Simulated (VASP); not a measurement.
Input of a VASP 6.6.1 run:

The input INCAR:

```
ALGO     = Normal         # electronic algorithm
EDIFF    = 1E-6           # SCF threshold, eV
ENCUT    = 520            # plane-wave cutoff, eV
GGA      = PS             # functional
ISIF     = 2              # what is computed and relaxed
ISMEAR   = 0              # smearing method
LASPH    = T              # aspherical terms in the spheres
LCHARG   = F              # write CHGCAR
LREAL    = F              # projectors in reciprocal space
LWAVE    = F              # write WAVECAR
NBANDS   = 9              # bands
NELM     = 80             # most SCF steps
PREC     = Accurate       # precision mode
SIGMA    = 0.15           # smearing width, eV
```

File KPOINTS:

```
k-points
0
Gamma
  18 18 10
```

The input POSCAR:

```
Mg
1.0
    2.9525298099      0.0000000000      0.0000000000
   -1.4762649049      2.5569658208      0.0000000000
    0.0000000000      0.0000000000      5.2103300000
Mg
2
Direct
    0.3333333333      0.6666666667      0.2500000000
    0.6666666667      0.3333333333      0.7500000000
```

Potentials or basis: VASP PAW PBE potentials, release 64 (Mg).

Command:

```bash
$ cat potpaw_PBE.64/Mg/POTCAR > POTCAR
$ mpirun -np 1 vasp_std > vasp.out
```

**Question.** Predict the pressure.

**Answer.** 7.1 GPa.

**Question.** Predict the band gap on the k mesh.

**Answer.** Zero (bands 2 and 3 overlap by 2.97 eV).

Stress tensor (GPa, compression positive):
```
9.48 0.00 0.00
0.00 9.48 0.00
0.00 0.00 2.37
```

Caveat: the cell differs from its parent crystal (strain -0.080 along x and y, +0.000 along z); the cell stands under pressure; the PAW data sets were made with another functional, which shifts forces and pressure a little.
